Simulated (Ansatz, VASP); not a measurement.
## Au in VASP and in Ansatz

```xyz
1
Lattice="-1.6616 1.6616 1.6616 1.6616 -1.6616 1.6616 1.6616 1.6616 -1.6616" Properties=species:S:1:pos:R:3 pbc="T T T"
Au    0.0000    0.0000    0.0000
```

Change from the starting cell: strain +0.025 along x and y, +0.025 along z, atoms carried along.

Alike in both runs: task single point; functional PBEsol; k mesh 26 × 26 × 26; occupations gaussian, width 0.15 eV; no spin polarisation.

|  | VASP | Ansatz |
| --- | --- | --- |
| version | VASP 6.6.1 | Ansatz 0.2.0 |
| potentials or method | VASP PAW PBE potentials, release 64 (Au), cutoff 520 eV | scalar-relativistic, plane waves, PAW |
| valence electrons in the cell | 11 | 19 |

|  | VASP | Ansatz | Ansatz less VASP |
| --- | --- | --- | --- |
| gap on the k mesh at the Fermi level (eV) | none | none | - |
| pressure (GPa) | -10.4 | -10.2 | +0.20 |

VASP's potentials were made for PBE, not for PBEsol. A gap of «none» marks a metal or a gap that the smearing closes. VASP's potentials hold 11 valence electrons a cell and Ansatz's 19, so a difference there can come from the potentials and not from the codes.

Spin-orbit coupling is off throughout.
